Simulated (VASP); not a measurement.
# HfRu5 (F-43m) in VASP: further runs

HfRu5 is run at these levels: PBE; tasks: relaxation of cell and atoms, single point.

Program: VASP 6.6.1. These are calculated values, not measurements. Logs are shortened: lines on timing, memory, paths and dates and some standing lists are left out, and cuts for length are marked.

## 1. The cell of the first run

The structure is cubic, space group F-43m (No. 216). The conventional cell has a = 7.339 Å, b = 7.339 Å, c = 7.339 Å, α = 90.00°, β = 90.00°, γ = 90.00°. Within 4.0 Å of Hf (site symmetry -43m) lie 16 Ru at 3.06 to 3.18 Å. Within 3.3 Å of Ru (site symmetry 3m) lie 9 Ru at 2.48 to 3.03 Å and 3 Hf at 3.06 Å. Within 4.0 Å of Ru (site symmetry -43m) lie 12 Ru at 3.03 Å and 4 Hf at 3.18 Å.

The cell was generated, and may not be a known phase.

## 2. Relaxation of cell and atoms, PBE

The input, INCAR:

```
SYSTEM = HfRu5
PREC = Accurate
ENCUT = 600
EDIFF = 1E-6
ISMEAR = 0
SIGMA = 0.1
LREAL = .False.
LASPH = .True.
NELM = 100
ALGO = Fast
ISIF = 3
LWAVE = .False.
LCHARG = .False.
GGA = PE
IBRION = 2
NSW = 90
EDIFFG = -0.04
```

The input, KPOINTS:

```
Automatic mesh
0
Gamma
  4 4 4
  0 0 0
```

The input, POSCAR:

```
HfRu5
1.0
    0.0000000000      3.6693649000      3.6693649000
    3.6693649000      0.0000000000      3.6693649000
    3.6693649000      3.6693649000      0.0000000000
Hf Ru
1 5
Direct
    0.0000000000      0.0000000000      0.0000000000
    0.6192676800      0.6192676800      0.6192676800
    0.6192676800      0.6192676800      0.1421969700
    0.6192676800      0.1421969700      0.6192676800
    0.1421969700      0.6192676800      0.6192676800
    0.2500000000      0.2500000000      0.2500000000
```

Potentials or basis: VASP PAW PBE potentials, release 64 (Hf_pv, Ru_pv).

Command:

```console
cat potpaw_PBE.64/Hf_pv/POTCAR potpaw_PBE.64/Ru_pv/POTCAR > POTCAR
mpirun -np 1 vasp_std > vasp.out
```

OUTCAR:

```text
SYSTEM = HfRu5
   PREC = Accurate
   ENCUT = 600
   EDIFF = 1E-6
   ISMEAR = 0
   LREAL = .False.
   LASPH = .True.
   NELM = 100
   ISIF = 3
   GGA = PE
   IBRION = 2
   NSW = 90
   EDIFFG = -0.04

 ion  position               nearest neighbor table
   1  0.000  0.000  0.000-   3 3.06   4 3.06   5 3.06   2 3.06   2 3.06   2 3.06   4 3.06   4 3.06
                             5 3.06   3 3.06   3 3.06   5 3.06   6 3.18   6 3.18   6 3.18   6 3.18
   2  0.619  0.619  0.619-   3 2.48   4 2.48   5 2.48   5 2.71   4 2.71   3 2.71   6 3.03   6 3.03
                             6 3.03   1 3.06   1 3.06   1 3.06
   3  0.619  0.619  0.142-   2 2.48   4 2.48   5 2.48   4 2.71   5 2.71   2 2.71   6 3.03   6 3.03
                             6 3.03   1 3.06   1 3.06   1 3.06
   4  0.619  0.142  0.619-   2 2.48   3 2.48   5 2.48   5 2.71   3 2.71   2 2.71   6 3.03   6 3.03
                             6 3.03   1 3.06   1 3.06   1 3.06
   5  0.142  0.619  0.619-   2 2.48   3 2.48   4 2.48   4 2.71   3 2.71   2 2.71   6 3.03   6 3.03
                             6 3.03   1 3.06   1 3.06   1 3.06
   6  0.250  0.250  0.250-   4 3.03   5 3.03   3 3.03   5 3.03   3 3.03   4 3.03   2 3.03   2 3.03
                             2 3.03   3 3.03   4 3.03   5 3.03   1 3.18   1 3.18   1 3.18   1 3.18

  LATTYP: Found a face centered cubic cell.
 ALAT       =     7.3387298000

  Lattice vectors:

 A1 = (   0.0000000000,   3.6693649000,   3.6693649000)
 A2 = (   3.6693649000,   0.0000000000,   3.6693649000)
 A3 = (   3.6693649000,   3.6693649000,   0.0000000000)

Analysis of symmetry for initial positions (statically):
=====================================================================
 Subroutine PRICEL returns:
 Original cell was already a primitive cell.

 Routine SETGRP: Setting up the symmetry group for a
 face centered cubic supercell.

 Subroutine GETGRP returns: Found 24 space group operations
 (whereof 24 operations were pure point group operations)
 out of a pool of 48 trial point group operations.

The static configuration has the point symmetry T_d .

Analysis of symmetry for dynamics (positions and initial velocities):
=====================================================================
 Subroutine PRICEL returns:
 Original cell was already a primitive cell.

 Routine SETGRP: Setting up the symmetry group for a
 face centered cubic supercell.

 Subroutine GETGRP returns: Found 24 space group operations
 (whereof 24 operations were pure point group operations)
 out of a pool of 48 trial point group operations.

The dynamic configuration has the point symmetry T_d .

 Subroutine INISYM returns: Found 24 space group operations
 (whereof 24 operations are pure point group operations),
 and found     1 'primitive' translations

----------------------------------------------------------------------------------------

                                     Primitive cell

  volume of cell :      98.8104

  direct lattice vectors                    reciprocal lattice vectors
     0.000000000  3.669364900  3.669364900    -0.136263363  0.136263363  0.136263363
     3.669364900  0.000000000  3.669364900     0.136263363 -0.136263363  0.136263363
     3.669364900  3.669364900  0.000000000     0.136263363  0.136263363 -0.136263363

  length of vectors
     5.189265607  5.189265607  5.189265607     0.236015067  0.236015067  0.236015067

  position of ions in fractional coordinates (direct lattice)
     0.000000000  0.000000000  0.000000000
     0.619267680  0.619267680  0.619267680
     0.619267680  0.619267680  0.142196970
     0.619267680  0.142196970  0.619267680
     0.142196970  0.619267680  0.619267680
     0.250000000  0.250000000  0.250000000

  ion indices of the primitive-cell ions
   primitive index   ion index
                 1           1
                 2           2
                 3           3
                 4           4
                 5           5
                 6           6

----------------------------------------------------------------------------------------

[... 48 lines left out ...]
   AEXX    =    0.0000 exact exchange contribution
   IVDW    =     0    specifies the selected vdW correction
   LEPSILON=     F    determine dielectric tensor
   LRPA    =     F    only Hartree local field effects (RPA)
 conjugate gradient relaxation of ions
 non-spin polarized calculation
 RMM-DIIS sequential band-by-band and
 Gauss-broadening in eV      SIGMA  =   0.10
  energy-cutoff  :      600.00
  volume of cell :       98.81
 maximum number of plane-waves:      3327
 NGX is ok and might be reduce to    42
   NGX = 21   NGY = 21   NGZ = 21

--------------------------------------- Ionic step        1  -------------------------------------------

 number of electron      79.9999989 magnetization

 Free energy of the ion-electron system (eV)
  ---------------------------------------------------
  ext. energy  EPLUGINS =         0.00000000
  ---------------------------------------------------
  free energy    TOTEN  =       -54.90264333 eV

  energy without entropy =      -54.84139234  energy(sigma->0) =      -54.87201784

 E-fermi :   9.4601     XC(G=0): -12.8791

 val. band max:        9.4450186627   @ k =  -0.2500   0.5000   0.2500
 cond. band min:       9.4923332273   @ k =   0.2500   0.2500   0.0000
 fundamental gap:      0.0473145645
 Fermi energy:         9.4601044579

 k-point     1 :       0.0000    0.0000    0.0000
  band No.  band energies     occupation
      1     -34.3787      2.00000
      2     -33.7027      2.00000
      3     -33.7027      2.00000
      4     -33.7027      2.00000
      5     -33.4744      2.00000
      6     -33.4744      2.00000
[... 699 lines left out ...]
 POSITION                                       TOTAL-FORCE (eV/Angst)
 -----------------------------------------------------------------------------------
      3.59903      3.59903      7.19806         0.000000      0.000000      0.000000
      4.49576      4.49576      4.49576         0.054614      0.054614      0.054614
      2.70230      2.70230      4.49576        -0.054614     -0.054614      0.054614
      2.70230      4.49576      2.70230        -0.054614      0.054614     -0.054614
      4.49576      2.70230      2.70230         0.054614     -0.054614     -0.054614
      1.79952      1.79952      1.79952         0.000000      0.000000      0.000000
 -----------------------------------------------------------------------------------
    total drift:                               -0.000071     -0.000071     -0.000071

  FREE ENERGIE OF THE ION-ELECTRON SYSTEM (eV)
  ---------------------------------------------------
  free  energy   TOTEN  =       -55.4677912599 eV

  energy  without entropy=      -55.4254850345  energy(sigma->0) =      -55.44663815

--------------------------------------- Ionic step        9  -------------------------------------------

 number of electron      79.9999989 magnetization

 Free energy of the ion-electron system (eV)
  ---------------------------------------------------
  ext. energy  EPLUGINS =         0.00000000
  ---------------------------------------------------
  free energy    TOTEN  =       -55.46933561 eV

  energy without entropy =      -55.42735441  energy(sigma->0) =      -55.44834501

 E-fermi :  10.3868     XC(G=0): -13.2425

 val. band max:       10.3491901159   @ k =   0.2500   0.0000   0.0000
 cond. band min:      10.4167238615   @ k =   0.2500   0.2500   0.0000
 fundamental gap:      0.0675337456
 Fermi energy:        10.3868352580

 k-point     1 :       0.0000    0.0000    0.0000
  band No.  band energies     occupation
      1     -33.6253      2.00000
      2     -32.9044      2.00000
      3     -32.9044      2.00000
      4     -32.9044      2.00000
      5     -32.6595      2.00000
      6     -32.6595      2.00000
[... 419 lines left out ...]
 POSITION                                       TOTAL-FORCE (eV/Angst)
 -----------------------------------------------------------------------------------
      0.00000      0.00000      0.00000        -0.000000     -0.000000     -0.000000
      4.49081      4.49081      4.49081         0.004513      0.004513      0.004513
      2.69741      2.69741      4.49081        -0.004513     -0.004513      0.004513
      2.69741      4.49081      2.69741        -0.004513      0.004513     -0.004513
      4.49081      2.69741      2.69741         0.004513     -0.004513     -0.004513
      1.79706      1.79706      1.79706        -0.000000     -0.000000     -0.000000
 -----------------------------------------------------------------------------------
    total drift:                               -0.000071     -0.000071     -0.000071

  FREE ENERGIE OF THE ION-ELECTRON SYSTEM (eV)
  ---------------------------------------------------
  free  energy   TOTEN  =       -55.4693356114 eV

  energy  without entropy=      -55.4273544079  energy(sigma->0) =      -55.44834501

 reached required accuracy - stopping structural energy minimisation
```

Wall time 22 min (1 thread of Intel Xeon 8259CL, shared host); peak memory 0.25 GiB.

Results:

```
Free energy                           : -55.4693 eV
Relaxed volume                        : 15.48 Å³/atom
Relaxed cell                          : a = 5.083 Å, b = 5.083 Å, c = 5.083 Å, α = 60.00°, β = 60.00°, γ = 60.00°
Space group after relaxing (to 0.1 Å) : F-43m (No. 216)
Energy gained by relaxing             : 94.4 meV/atom
Ionic steps                           : 9
Pressure after relaxing               : 0.0 GPa
Largest force after relaxing          : 0.008 eV/Å
Band gap on the k mesh                : zero (bands 40 and 41 overlap by 0.28 eV)
```

Forces in eV/Å, atoms in the order of the input:
```
Hf   0.000  0.000  0.000
Ru   0.005  0.005  0.005
Ru  -0.005 -0.005  0.005
Ru  -0.005  0.005 -0.005
Ru   0.005 -0.005 -0.005
Ru   0.000  0.000  0.000
```

Step by step:
| step | energy change (eV) | largest force (eV/Å) | pressure (GPa) | volume (Å³) |
| --- | --- | --- | --- | --- |
| 1 | 0.0000 | 2.2580 | -10.87 | 98.81 |
| 2 | 0.4540 | 2.3995 | 33.46 | 83.68 |
| 3 | -0.5091 | 1.0027 | 3.70 | 91.63 |
| 4 | -0.5098 | 0.9454 | 4.23 | 91.44 |
| 5 | -0.4620 | 1.2877 | -3.11 | 94.37 |
| 6 | -0.5660 | 0.0656 | 0.62 | 92.63 |
| 7 | -0.5660 | 0.0474 | 0.71 | 92.60 |
| 8 | -0.5651 | 0.0946 | -0.95 | 93.24 |
| 9 | -0.5667 | 0.0078 | 0.02 | 92.85 |

Final structure:
```cif
data_structure
_symmetry_space_group_name_H-M 'P 1'
_symmetry_Int_Tables_number 1
_cell_length_a 5.0828
_cell_length_b 5.0828
_cell_length_c 5.0828
_cell_angle_alpha 60.000
_cell_angle_beta 60.000
_cell_angle_gamma 60.000
_cell_volume 92.85
loop_
_atom_site_label
_atom_site_type_symbol
_atom_site_fract_x
_atom_site_fract_y
_atom_site_fract_z
_atom_site_occupancy
Hf1 Hf 0.00000 0.00000 0.00000 1
Ru1 Ru 0.62475 0.62475 0.62475 1
Ru2 Ru 0.62475 0.62475 0.12576 1
Ru3 Ru 0.62475 0.12576 0.62475 1
Ru4 Ru 0.12576 0.62475 0.62475 1
Ru5 Ru 0.25000 0.25000 0.25000 1
```

Caveat: the k points lie up to 0.38 Å⁻¹ apart in the final cell; spin-orbit coupling is left out, which moves the levels of the heavy elements.

(Continued in part 2 of 2.)

The gap in the log of VASP goes by the Fermi energy; the results here count the filled bands.